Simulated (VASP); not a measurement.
# Au (Pm-3m) in VASP: single point with PBE+D3(BJ)

Aim: the single point of Au with PBE+D3(BJ).

All numbers are computed with VASP 6.6.1; they aren't measurements. Logs are shortened: lines on timing, memory, paths and dates and some standing lists are left out, and cuts for length are marked.

## 1. The cell of the first run

Symmetry: Pm-3m, No. 221, cubic system. Conventional cell: a = 2.577 Å, b = 2.577 Å, c = 2.577 Å, α = 90.00°, β = 90.00°, γ = 90.00°. Au (site symmetry m-3m) has 6 Au at 2.58 Å within 3.4 Å.

This isn't the form of Au at room conditions, which is fcc.

## 2. Single point, PBE+D3(BJ)

The input, INCAR:

```
SYSTEM = Au
  PREC = Accurate
  ENCUT = 500
  EDIFF = 1E-6
  ISMEAR = 0
  SIGMA = 0.15
  LREAL = .False.
  LASPH = .True.
  NELM = 120
  ALGO = Normal
  ISIF = 2
  LWAVE = .False.
  LCHARG = .False.
  GGA = PE
  IVDW = 12
  NBANDS = 12
  GGA_COMPAT = .False.
```

The input, KPOINTS:

```
regular mesh
0
Gamma
  22 22 22
  0 0 0
```

The input, POSCAR:

```
Au
1.0
   -0.8590561692      1.7181123384      1.7181123384
    1.7181123384     -0.8590561692      1.7181123384
    1.7181123384      1.7181123384     -0.8590561692
Au
1
Direct
    0.0000000000      0.0000000000      0.0000000000
```

Potentials or basis: VASP PAW PBE potentials, release 64 (Au).

Started as:

```
$ cat potpaw_PBE.64/Au/POTCAR > POTCAR
$ mpirun -np 1 vasp_std > vasp.out
```

OUTCAR:

```text
SYSTEM = Au
   PREC = Accurate
   ENCUT = 500
   EDIFF = 1E-6
   ISMEAR = 0
   LREAL = .False.
   LASPH = .True.
   NELM = 120
   ISIF = 2
   GGA = PE
   IVDW = 12
 IVDW          = 12

 ion  position               nearest neighbor table
   1  0.000  0.000  0.000-

  LATTYP: Found a simple cubic cell.
 ALAT       =     2.5771685076

  Lattice vectors:

 A1 = (  -0.8590561692,   1.7181123384,   1.7181123384)
 A2 = (   1.7181123384,  -0.8590561692,   1.7181123384)
 A3 = (   1.7181123384,   1.7181123384,  -0.8590561692)

Analysis of symmetry for initial positions (statically):
=====================================================================
 Subroutine PRICEL returns:
 Original cell was already a primitive cell.

 Routine SETGRP: Setting up the symmetry group for a
 simple cubic supercell.

 Subroutine GETGRP returns: Found 48 space group operations
 (whereof 48 operations were pure point group operations)
 out of a pool of 48 trial point group operations.

The static configuration has the point symmetry O_h .

Analysis of symmetry for dynamics (positions and initial velocities):
=====================================================================
 Subroutine PRICEL returns:
 Original cell was already a primitive cell.

 Routine SETGRP: Setting up the symmetry group for a
 simple cubic supercell.

 Subroutine GETGRP returns: Found 48 space group operations
 (whereof 48 operations were pure point group operations)
 out of a pool of 48 trial point group operations.

The dynamic configuration has the point symmetry O_h .

 Subroutine INISYM returns: Found 48 space group operations
 (whereof 48 operations are pure point group operations),
 and found     1 'primitive' translations

----------------------------------------------------------------------------------------

                                     Primitive cell

  volume of cell :      17.1170

  direct lattice vectors                    reciprocal lattice vectors
    -0.859056169  1.718112338  1.718112338    -0.129340915  0.258681830  0.258681830
     1.718112338 -0.859056169  1.718112338     0.258681830 -0.129340915  0.258681830
     1.718112338  1.718112338 -0.859056169     0.258681830  0.258681830 -0.129340915

  length of vectors
     2.577168508  2.577168508  2.577168508     0.388022746  0.388022746  0.388022746

  position of ions in fractional coordinates (direct lattice)
     0.000000000  0.000000000  0.000000000

  ion indices of the primitive-cell ions
   primitive index   ion index
                 1           1

----------------------------------------------------------------------------------------

 KPOINTS: regular mesh

Automatic generation of k-mesh.
 Grid dimensions read from file:
 generate k-points for:   22   22   22

 Generating k-lattice:

  Cartesian coordinates                     Fractional coordinates (reciprocal lattice)
    -0.005879133  0.011758265  0.011758265     0.045454545  0.000000000  0.000000000
     0.011758265 -0.005879133  0.011758265     0.000000000  0.045454545  0.000000000
     0.011758265  0.011758265 -0.005879133     0.000000000  0.000000000  0.045454545

  Length of vectors
     0.017637398  0.017637398  0.017637398

  Shift w.r.t. Gamma in fractional coordinates (k-lattice)
     0.000000000  0.000000000  0.000000000

 Subroutine IBZKPT returns following result:
 ===========================================

 Found    364 irreducible k-points:

 Following reciprocal coordinates:
            Coordinates               Weight
  0.000000  0.000000  0.000000      1.000000
  0.045455  0.000000  0.000000      6.000000
  0.090909  0.000000  0.000000      6.000000
  0.136364  0.000000  0.000000      6.000000
  0.181818  0.000000  0.000000      6.000000
  0.227273  0.000000  0.000000      6.000000
[... 16 lines left out ...]
  0.500000  0.045455 -0.000000     12.000000
  0.090909  0.090909  0.000000     12.000000
 [... further k-points ...]
   k-points           NKPTS =    364   k-points in BZ     NKDIM =    364   number of bands    NBANDS=     12
   number of dos      NEDOS =    301   number of ions     NIONS =      1
   total plane-waves  NPLWV =   8000
   dimension x,y,z NGX =    20 NGY =   20 NGZ =   20
   dimension x,y,z NGXF=    40 NGYF=   40 NGZF=   40
   ions per type =               1
   NGX,Y,Z   is equivalent  to a cutoff of  12.90, 12.90, 12.90 a.u.
   NGXF,Y,Z  is equivalent  to a cutoff of  25.80, 25.80, 25.80 a.u.
 SYSTEM =  Au
   PREC   = accura    normal or accurate (medium, high low for compatibility)
   ISTART =      0    job   : 0-new  1-cont  2-samecut
   ICHARG =      2    charge: 1-file 2-atom 10-const
   ISPIN  =      1    spin polarized calculation?
   LNONCOLLINEAR =      F non collinear calculations
   LSORBIT =      F    spin-orbit coupling
   LASPH  =      T    aspherical Exc in radial PAW
   ENCUT  =  500.0 eV  36.75 Ry    6.06 a.u.   4.70  4.70  4.70*2*pi/ulx,y,z
   NELM   =    120;   NELMIN=  2; NELMDL= -5     # of ELM steps
   EDIFF  = 0.1E-05   stopping-criterion for ELM
   LREAL  =      F    real-space projection
   EDIFFG = 0.1E-04   stopping-criterion for IOM
   NSW    =      0    number of steps for IOM
   IBRION =     -1    ionic relax: 0-MD 1-quasi-New 2-CG
   NFREE  =      0    steps in history (QN), initial steepest desc. (CG)
   ISIF   =      2    stress and relaxation
   ISYM   =      2    0-nonsym 1-usesym 2-fastsym
   POTIM  = 0.5000    time-step for ionic-motion
   TEBEG  =    0.0;   TEEND  =   0.0 temperature during run
   PSTRESS=    0.0 pullay stress
   NELECT =      11.0000    total number of electrons
   NUPDOWN=      -1.0000    fix difference up-down
   EMIN   =  10.00;   EMAX   =-10.00  energy-range for DOS
   EFERMI =   0.00;   METHOD = LEGACY
   ISMEAR =     0;   SIGMA  =   0.15  broadening in eV -4-tet -1-fermi 0-gaus
   EFERMI_NEDOS =   21; number of points for ismear=-14 and -15
   IALGO  =     38    algorithm
   IMIX   =      4    mixing-type and parameters
     AMIX     =   0.40;   BMIX     =  1.00
     AMIX_MAG =   1.60;   BMIX_MAG =  1.00
  volume/ion in A,a.u.               =      17.12       115.51
  Fermi-wavevector in a.u.,A,eV,Ry     =   1.412742  2.669696 27.155058  1.995840
  Thomas-Fermi vector in A             =   2.534459
   LORBIT       =      0    0 simple, 1 ext, 2 COOP (PROOUT), +10 PAW based schemes
   GGA     = PE    functional components
   LHFCALC =     F    Hartree Fock is set to
   AEXX    =    0.0000 exact exchange contribution
   IVDW    =    12    specifies the selected vdW correction
   LEPSILON=     F    determine dielectric tensor
   LRPA    =     F    only Hartree local field effects (RPA)
 non-spin polarized calculation
 Gauss-broadening in eV      SIGMA  =   0.15
  energy-cutoff  :      500.00
  volume of cell :       17.12
 maximum number of plane-waves:       461
 NGX is ok and might be reduce to    20
   NGX =  9   NGY =  9   NGZ =  9

 number of electron      10.9999996 magnetization

 Free energy of the ion-electron system (eV)
  ---------------------------------------------------
  ext. energy  EPLUGINS =         0.00000000
  ---------------------------------------------------
  free energy    TOTEN  =        -2.70695395 eV

  energy without entropy =       -2.70149074  energy(sigma->0) =       -2.70422235

 E-fermi :   9.1133     XC(G=0): -12.5553

 val. band max:        9.1075329472   @ k =   0.5000   0.1364   0.0000
 cond. band min:       9.1219625531   @ k =   0.5000   0.4545   0.2273
 fundamental gap:      0.0144296059
 Fermi energy:         9.1133178015

 k-point     1 :       0.0000    0.0000    0.0000
  band No.  band energies     occupation
      1      -0.3891      2.00000
      2       1.9769      2.00000
      3       1.9769      2.00000
      4       7.6746      2.00000
      5       7.6746      2.00000
      6       7.6746      2.00000
      7      24.0083      0.00000
      8      24.0083      0.00000
      9      24.0083      0.00000
     10      29.8433      0.00000
     11      32.4951      0.00000
     12      32.4951      0.00000

 k-point     2 :       0.0455    0.0000    0.0000
  band No.  band energies     occupation
      1      -0.3287      2.00000
      2       1.9872      2.00000
      3       2.0286      2.00000
      4       7.6253      2.00000
      5       7.6253      2.00000
      6       7.6786      2.00000
      7      23.5328      0.00000
      8      24.1125      0.00000
      9      24.1125      0.00000
     10      30.1615      0.00000
     11      32.1401      0.00000
     12      32.7336      0.00000

 k-point     3 :       0.0909    0.0000    0.0000
  band No.  band energies     occupation
      1      -0.1545      2.00000
      2       2.0177      2.00000
      3       2.1875      2.00000
      4       7.4839      2.00000
      5       7.4839      2.00000
      6       7.6899      2.00000
      7      22.4146      0.00000
      8      24.4168      0.00000
      9      24.4168      0.00000
     10      30.6715      0.00000
     11      31.3174      0.00000
     12      33.5780      0.00000
[... 286 lines left out ...]
 k-point    23 :       0.5000    0.0455   -0.0000
  band No.  band energies     occupation
      1       2.1168      2.00000
      2       2.5673      2.00000
      3       5.4547      2.00000
      4       5.6624      2.00000
      5       7.8257      2.00000
      6       8.0115      2.00000
      7      12.1116      0.00000
      8      25.6123      0.00000
      9      28.4850      0.00000
     10      29.5554      0.00000
     11      30.1356      0.00000
     12      36.2667      0.00000

 k-point    24 :       0.0909    0.0909    0.0000
  band No.  band energies     occupation
      1       0.0841      2.00000
      2       2.1470      2.00000
      3       2.3047      2.00000
      4       7.2854      2.00000
      5       7.4722      2.00000
      6       7.5295      2.00000
      7      22.5113      0.00000
      8      23.0773      0.00000
      9      24.8289      0.00000
     10      30.8070      0.00000
     11      32.5308      0.00000
     12      33.0555      0.00000

 [... further k-points ...]

------------------------ aborting loop because EDIFF is reached ----------------------------------------

 Edisp (eV)   -0.66759

 E8    (eV) :    -0.3015

  FORCE on cell =-STRESS in cart. coord.  units (eV):
  Direction    XX          YY          ZZ          XY          YZ          ZX
  --------------------------------------------------------------------------------------
  -------------------------------------------------------------------------------------
  Total       3.00103     3.00103     3.00103     0.00000     0.00000     0.00000
  in kB     280.90005   280.90005   280.90005     0.00000     0.00000     0.00000
  external pressure =      280.90 kB  Pullay stress =        0.00 kB

 VOLUME and BASIS-vectors are now :
 -----------------------------------------------------------------------------
  energy-cutoff  :      500.00
  volume of cell :       17.12
      direct lattice vectors                 reciprocal lattice vectors
    -0.859056169  1.718112338  1.718112338    -0.129340915  0.258681830  0.258681830
     1.718112338 -0.859056169  1.718112338     0.258681830 -0.129340915  0.258681830
     1.718112338  1.718112338 -0.859056169     0.258681830  0.258681830 -0.129340915

 POSITION                                       TOTAL-FORCE (eV/Angst)
 -----------------------------------------------------------------------------------
      0.00000      0.00000      0.00000         0.000000      0.000000      0.000000
 -----------------------------------------------------------------------------------
    total drift:                                0.000000     -0.000000     -0.000000

  FREE ENERGIE OF THE ION-ELECTRON SYSTEM (eV)
  ---------------------------------------------------
  free  energy   TOTEN  =        -3.3745408577 eV

  energy  without entropy=       -3.3690776476  energy(sigma->0) =       -3.37180925
```

It took 47 s on 1 thread of Intel Xeon 8259CL, shared host; peak memory 0.19 GiB.

Results:

```yaml
Free_energy: -3.3745 eV
Pressure: 28.1 GPa
Band_gap_on_the_k_mesh: zero (an odd number of electrons rules out a gap without spin polarisation)
Dispersion_energy_per_atom: -0.668 eV
```

Levels at points of the mesh, in eV from the Fermi level:
| k point | band 3 | band 4 | band 5 | band 6 | band 7 | band 8 | band 9 | band 10 |
| --- | --- | --- | --- | --- | --- | --- | --- | --- |
| (0.00, 0.00, 0.00) | -7.14 | -1.44 | -1.44 | -1.44 | 14.89 | 14.89 | 14.89 | 20.73 |
| (0.50, 0.00, 0.00) | -3.46 | -3.46 | -1.32 | -1.24 | 2.99 | 16.47 | 19.47 | 20.88 |
| (0.50, 0.50, 0.00) | -3.09 | -3.09 | 0.13 | 3.79 | 3.79 | 8.41 | 12.60 | 21.46 |
| (0.50, 0.50, 0.50) | -6.26 | 0.26 | 0.26 | 9.42 | 9.42 | 9.42 | 9.68 | 15.79 |

Caveat: the cell stands under pressure; spin-orbit coupling is left out, which moves the levels of the heavy elements.
